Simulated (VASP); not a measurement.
# AlB2P3 (P6_3mc) in VASP: relaxation of cell and atoms with PBE

Aim: the relaxation of cell and atoms of AlB2P3 with PBE.

Everything below comes from runs of VASP 6.6.1. Logs are shortened: lines on timing, memory, paths and dates and some standing lists are left out, and cuts for length are marked.

### Step 1. The cell of the first run

The structure is hexagonal, space group P6_3mc (No. 186). Conventional cell: a = 3.402 Å, b = 3.402 Å, c = 17.445 Å, α = 90.00°, β = 90.00°, γ = 120.00°. Al (site symmetry 3m) has 4 P at 2.24 to 2.39 Å within 3.0 Å. B (site symmetry 3m) has 4 P at 2.00 to 2.06 Å within 2.7 Å. B (site symmetry 3m) has 4 P at 1.98 to 2.06 Å within 2.6 Å. Within 2.7 Å of P (site symmetry 3m) lie 4 B at 2.00 to 2.06 Å. P (site symmetry 3m) has 3 B at 2.06 Å and 1 Al at 2.39 Å within 2.7 Å. P (site symmetry 3m) has 1 B at 1.98 Å and 3 Al at 2.24 Å within 2.6 Å.

### Step 2. Relaxation of cell and atoms, PBE

Contents of INCAR:

```
ALGO = Normal
EDIFF = 1E-6
EDIFFG = -0.01
ENCUT = 600
GGA = PE
IBRION = 2
ISIF = 3
ISMEAR = 0
LASPH = True
LCHARG = False
LREAL = False
LWAVE = False
NELM = 60
NSW = 100
PREC = Accurate
SIGMA = 0.01
```

Contents of KPOINTS:

```
k-points
0
Gamma
  12 12 2
```

Contents of POSCAR:

```
AlB2P3
1.0
    3.4015974812      0.0000000000      0.0000000000
   -1.7007987406      2.9458698322      0.0000000000
    0.0000000000      0.0000000000     17.4450438691
Al B P
2 4 6
Direct
    0.6666666667      0.3333333333      0.5023727272
    0.3333333333      0.6666666667      0.0023727272
    0.6666666667      0.3333333333      0.1757292519
    0.6666666667      0.3333333333      0.8266277519
    0.3333333333      0.6666666667      0.3266277519
    0.3333333333      0.6666666667      0.6757292519
    0.6666666667      0.3333333333      0.2906093989
    0.6666666667      0.3333333333      0.6394475339
    0.6666666667      0.3333333333      0.9402133362
    0.3333333333      0.6666666667      0.1394475339
    0.3333333333      0.6666666667      0.4402133362
    0.3333333333      0.6666666667      0.7906093989
```

Potentials or basis: VASP PAW PBE potentials, release 64 (Al, B, P).

Started as:

```
cat potpaw_PBE.64/Al/POTCAR potpaw_PBE.64/B/POTCAR potpaw_PBE.64/P/POTCAR > POTCAR
mpirun -np 1 vasp_std > vasp.out
```

OUTCAR:

```text
EDIFF = 1E-6
   EDIFFG = -0.01
   ENCUT = 600
   GGA = PE
   IBRION = 2
   ISIF = 3
   ISMEAR = 0
   LASPH = True
   LREAL = False
   NELM = 60
   NSW = 100
   PREC = Accurate

 ion  position               nearest neighbor table
   1  0.667  0.333  0.502-  11 2.24  11 2.24  11 2.24   8 2.39
   2  0.333  0.667  0.002-   9 2.24   9 2.24   9 2.24  10 2.39
   3  0.667  0.333  0.176-   7 2.00  10 2.06  10 2.06  10 2.06
   4  0.667  0.333  0.827-   9 1.98  12 2.06  12 2.06  12 2.06
   5  0.333  0.667  0.327-  11 1.98   7 2.06   7 2.06   7 2.06
   6  0.333  0.667  0.676-  12 2.00   8 2.06   8 2.06   8 2.06
   7  0.667  0.333  0.291-   3 2.00   5 2.06   5 2.06   5 2.06
   8  0.667  0.333  0.639-   6 2.06   6 2.06   6 2.06   1 2.39
   9  0.667  0.333  0.940-   4 1.98   2 2.24   2 2.24   2 2.24
  10  0.333  0.667  0.139-   3 2.06   3 2.06   3 2.06   2 2.39
  11  0.333  0.667  0.440-   5 1.98   1 2.24   1 2.24   1 2.24
  12  0.333  0.667  0.791-   6 2.00   4 2.06   4 2.06   4 2.06

  LATTYP: Found a hexagonal cell.
 ALAT       =     3.4015974812
 C/A-ratio  =     5.1284856499

  Lattice vectors:

 A1 = (   3.4015974812,   0.0000000000,   0.0000000000)
 A2 = (  -1.7007987406,   2.9458698322,   0.0000000000)
 A3 = (   0.0000000000,   0.0000000000,  17.4450438691)

Analysis of symmetry for initial positions (statically):
=====================================================================
 Subroutine PRICEL returns:
 Original cell was already a primitive cell.

 Routine SETGRP: Setting up the symmetry group for a
 hexagonal supercell.

 Subroutine GETGRP returns: Found 12 space group operations
 (whereof  6 operations were pure point group operations)
 out of a pool of 24 trial point group operations.

The static configuration has the point symmetry C_3v.
 The point group associated with its full space group is C_6v.

Analysis of symmetry for dynamics (positions and initial velocities):
=====================================================================
 Subroutine PRICEL returns:
 Original cell was already a primitive cell.

 Routine SETGRP: Setting up the symmetry group for a
 hexagonal supercell.

 Subroutine GETGRP returns: Found 12 space group operations
 (whereof  6 operations were pure point group operations)
 out of a pool of 24 trial point group operations.

The dynamic configuration has the point symmetry C_3v.
 The point group associated with its full space group is C_6v.

 Subroutine INISYM returns: Found 12 space group operations
 (whereof  6 operations are pure point group operations),
 and found     1 'primitive' translations

----------------------------------------------------------------------------------------

                                     Primitive cell

  volume of cell :     174.8109

  direct lattice vectors                    reciprocal lattice vectors
     3.401597481  0.000000000  0.000000000     0.293979522  0.169729156  0.000000000
    -1.700798741  2.945869832  0.000000000     0.000000000  0.339458312  0.000000000
     0.000000000  0.000000000 17.445043869     0.000000000  0.000000000  0.057322871

  length of vectors
     3.401597481  3.401597481 17.445043869     0.339458312  0.339458312  0.057322871

  position of ions in fractional coordinates (direct lattice)
     0.666666667  0.333333333  0.502372727
     0.333333333  0.666666667  0.002372727
     0.666666667  0.333333333  0.175729252
     0.666666667  0.333333333  0.826627752
     0.333333333  0.666666667  0.326627752
     0.333333333  0.666666667  0.675729252
     0.666666667  0.333333333  0.290609399
     0.666666667  0.333333333  0.639447534
     0.666666667  0.333333333  0.940213336
     0.333333333  0.666666667  0.139447534
     0.333333333  0.666666667  0.440213336
     0.333333333  0.666666667  0.790609399

  ion indices of the primitive-cell ions
   primitive index   ion index
                 1           1
                 2           2
                 3           3
                 4           4
                 5           5
                 6           6
                 7           7
                 8           8
                 9           9
                10          10
                11          11
                12          12

----------------------------------------------------------------------------------------

 KPOINTS: k-points

Automatic generation of k-mesh.
 Grid dimensions read from file:
 generate k-points for:   12   12    2

 Generating k-lattice:

  Cartesian coordinates                     Fractional coordinates (reciprocal lattice)
     0.024498293  0.014144096  0.000000000     0.083333333  0.000000000  0.000000000
     0.000000000  0.028288193  0.000000000     0.000000000  0.083333333  0.000000000
     0.000000000  0.000000000  0.028661436     0.000000000  0.000000000  0.500000000

  Length of vectors
     0.028288193  0.028288193  0.028661436

  Shift w.r.t. Gamma in fractional coordinates (k-lattice)
     0.000000000  0.000000000  0.000000000

 Subroutine IBZKPT returns following result:
 ===========================================

 Found     38 irreducible k-points:

 Following reciprocal coordinates:
            Coordinates               Weight
  0.000000  0.000000  0.000000      1.000000
  0.083333  0.000000  0.000000      6.000000
  0.166667  0.000000  0.000000      6.000000
  0.250000  0.000000  0.000000      6.000000
  0.333333  0.000000  0.000000      6.000000
  0.416667  0.000000  0.000000      6.000000
[... 16 lines left out ...]
  0.250000  0.000000  0.500000      6.000000
  0.333333  0.000000  0.500000      6.000000
 [... further k-points ...]
   k-points           NKPTS =     38   k-points in BZ     NKDIM =     38   number of bands    NBANDS=     31
   number of dos      NEDOS =    301   number of ions     NIONS =     12
   total plane-waves  NPLWV = 109760
   dimension x,y,z NGX =    28 NGY =   28 NGZ =  140
   dimension x,y,z NGXF=    56 NGYF=   56 NGZF=  280
   ions per type =               2   4   6
   NGX,Y,Z   is equivalent  to a cutoff of  13.68, 13.68, 13.34 a.u.
   NGXF,Y,Z  is equivalent  to a cutoff of  27.37, 27.37, 26.68 a.u.
 SYSTEM =  unknown system
   PREC   = accura    normal or accurate (medium, high low for compatibility)
   ISTART =      0    job   : 0-new  1-cont  2-samecut
   ICHARG =      2    charge: 1-file 2-atom 10-const
   ISPIN  =      1    spin polarized calculation?
   LNONCOLLINEAR =      F non collinear calculations
   LSORBIT =      F    spin-orbit coupling
   LASPH  =      T    aspherical Exc in radial PAW
   ENCUT  =  600.0 eV  44.10 Ry    6.64 a.u.   6.79  6.79 34.84*2*pi/ulx,y,z
   NELM   =     60;   NELMIN=  2; NELMDL= -5     # of ELM steps
   EDIFF  = 0.1E-05   stopping-criterion for ELM
   LREAL  =      F    real-space projection
   EDIFFG = -.1E-01   stopping-criterion for IOM
   NSW    =    100    number of steps for IOM
   IBRION =      2    ionic relax: 0-MD 1-quasi-New 2-CG
   NFREE  =      1    steps in history (QN), initial steepest desc. (CG)
   ISIF   =      3    stress and relaxation
   ISYM   =      2    0-nonsym 1-usesym 2-fastsym
   POTIM  = 0.5000    time-step for ionic-motion
   TEBEG  =    0.0;   TEEND  =   0.0 temperature during run
   PSTRESS=    0.0 pullay stress
   NELECT =      48.0000    total number of electrons
   NUPDOWN=      -1.0000    fix difference up-down
   EMIN   =  10.00;   EMAX   =-10.00  energy-range for DOS
   EFERMI =   0.00;   METHOD = LEGACY
   ISMEAR =     0;   SIGMA  =   0.01  broadening in eV -4-tet -1-fermi 0-gaus
   EFERMI_NEDOS =   21; number of points for ismear=-14 and -15
   IALGO  =     38    algorithm
   IMIX   =      4    mixing-type and parameters
     AMIX     =   0.40;   BMIX     =  1.00
     AMIX_MAG =   1.60;   BMIX_MAG =  1.00
  volume/ion in A,a.u.               =      14.57        98.31
  Fermi-wavevector in a.u.,A,eV,Ry     =   1.064059  2.010780 15.404811  1.132222
  Thomas-Fermi vector in A             =   2.199565
   LORBIT       =      0    0 simple, 1 ext, 2 COOP (PROOUT), +10 PAW based schemes
   GGA     = PE    functional components
   LHFCALC =     F    Hartree Fock is set to
   AEXX    =    0.0000 exact exchange contribution
   IVDW    =     0    specifies the selected vdW correction
   LEPSILON=     F    determine dielectric tensor
   LRPA    =     F    only Hartree local field effects (RPA)
 conjugate gradient relaxation of ions
 non-spin polarized calculation
 Gauss-broadening in eV      SIGMA  =   0.01
  energy-cutoff  :      600.00
  volume of cell :      174.81
 maximum number of plane-waves:      5862
 NGX is ok and might be reduce to    28
   NGX = 13   NGY = 13   NGZ = 69

--------------------------------------- Ionic step        1  -------------------------------------------

 number of electron      48.0000002 magnetization

 Free energy of the ion-electron system (eV)
  ---------------------------------------------------
  ext. energy  EPLUGINS =         0.00000000
  ---------------------------------------------------
  free energy    TOTEN  =       -69.25275513 eV

  energy without entropy =      -69.25275513  energy(sigma->0) =      -69.25275513

------------------------ aborting loop because EDIFF is reached ----------------------------------------

  FORCE on cell =-STRESS in cart. coord.  units (eV):
  Direction    XX          YY          ZZ          XY          YZ          ZX
  --------------------------------------------------------------------------------------
  -------------------------------------------------------------------------------------
  Total       -0.6163103     -0.6163103     -0.3102296      0.0000000      0.0000000      0.0000000
  in kB       -5.6486084     -5.6486084     -2.8433174      0.0000000      0.0000000      0.0000000
  external PRESSURE =      -4.7135114 kB  Pullay stress =       0.0000000 kB
[... 123 lines left out ...]
  energy  without entropy=      -69.2540408501  energy(sigma->0) =      -69.25404085

--------------------------------------- Ionic step        4  -------------------------------------------

 number of electron      48.0000001 magnetization

 Free energy of the ion-electron system (eV)
  ---------------------------------------------------
  ext. energy  EPLUGINS =         0.00000000
  ---------------------------------------------------
  free energy    TOTEN  =       -69.25414536 eV

  energy without entropy =      -69.25414536  energy(sigma->0) =      -69.25414536

 E-fermi :   7.5321     XC(G=0): -10.2099

 val. band max:        7.4343801831   @ k =   0.0000   0.0000   0.0000
 cond. band min:       7.6044037191   @ k =   0.5000   0.0000   0.0000
 fundamental gap:      0.1700235360
 Fermi energy:         7.5321270569

 k-point     1 :       0.0000    0.0000    0.0000
  band No.  band energies     occupation
      1      -7.8804      2.00000
      2      -7.7864      2.00000
      3      -6.8117      2.00000
      4      -6.3964      2.00000
      5      -5.4925      2.00000
      6      -4.9107      2.00000
[... 805 lines left out ...]
     30       9.4769      0.00000
     31      10.1246      0.00000

 [... further k-points ...]

------------------------ aborting loop because EDIFF is reached ----------------------------------------

  FORCE on cell =-STRESS in cart. coord.  units (eV):
  Direction    XX          YY          ZZ          XY          YZ          ZX
  --------------------------------------------------------------------------------------
  -------------------------------------------------------------------------------------
  Total        0.0058209      0.0058209      0.0069288      0.0000000      0.0000000      0.0000000
  in kB        0.0535618      0.0535618      0.0637568      0.0000000      0.0000000      0.0000000
  external PRESSURE =       0.0569601 kB  Pullay stress =       0.0000000 kB
[... 27 lines left out ...]
  FREE ENERGIE OF THE ION-ELECTRON SYSTEM (eV)
  ---------------------------------------------------
  free  energy   TOTEN  =       -69.2541453586 eV

  energy  without entropy=      -69.2541453586  energy(sigma->0) =      -69.25414536

 reached required accuracy - stopping structural energy minimisation
```

It took 5.8 min on 1 thread of Intel Xeon 6975P-C (Granite Rapids), shared host; peak memory 0.46 GiB.

What came out:

* Free energy: -69.2541 eV
* Relaxed volume: 14.51 Å³/atom
* Relaxed cell: a = 3.395 Å, b = 3.395 Å, c = 17.440 Å, α = 90.00°, β = 90.00°, γ = 120.00°
* Space group after relaxing (to 0.1 Å): P6_3mc (No. 186)
* Energy gained by relaxing: 0.1 meV/atom
* Ionic steps: 4
* Pressure after relaxing: 0.0 GPa
* Largest force after relaxing: 0.003 eV/Å
* Band gap on the k mesh: 0.17 eV (least direct gap 1.09 eV)

Forces in eV/Å, atoms in the order of the input:
```
Al   0.000  0.000 -0.003
Al   0.000  0.000 -0.003
B    0.000  0.000 -0.001
B    0.000  0.000 -0.001
B    0.000  0.000 -0.001
B    0.000  0.000 -0.001
P    0.000  0.000  0.000
P    0.000  0.000  0.003
P    0.000  0.000  0.003
P    0.000  0.000  0.003
P    0.000  0.000  0.003
P    0.000  0.000  0.000
```

The path:
| step | energy change (eV) | largest force (eV/Å) | pressure (GPa) | volume (Å³) |
| --- | --- | --- | --- | --- |
| 1 | 0.0000 | 0.0463 | -0.47 | 174.81 |
| 2 | -0.0008 | 0.0476 | 0.33 | 173.73 |
| 3 | -0.0013 | 0.0229 | 0.03 | 174.12 |
| 4 | -0.0014 | 0.0033 | 0.01 | 174.12 |

Final structure:
```yaml
crystal:
  lattice:
    - [3.39536, 0.00000, 0.00000]
    - [-1.69768, 2.94047, 0.00000]
    - [0.00000, 0.00000, 17.43982]
  atoms:
    - { symbol: Al, position: [0.66667, 0.33333, 0.50239] }
    - { symbol: Al, position: [0.33333, 0.66667, 0.00239] }
    - { symbol: B, position: [0.66667, 0.33333, 0.17578] }
    - { symbol: B, position: [0.66667, 0.33333, 0.82675] }
    - { symbol: B, position: [0.33333, 0.66667, 0.32675] }
    - { symbol: B, position: [0.33333, 0.66667, 0.67578] }
    - { symbol: P, position: [0.66667, 0.33333, 0.29057] }
    - { symbol: P, position: [0.66667, 0.33333, 0.63932] }
    - { symbol: P, position: [0.66667, 0.33333, 0.94019] }
    - { symbol: P, position: [0.33333, 0.66667, 0.13932] }
    - { symbol: P, position: [0.33333, 0.66667, 0.44019] }
    - { symbol: P, position: [0.33333, 0.66667, 0.79057] }
```
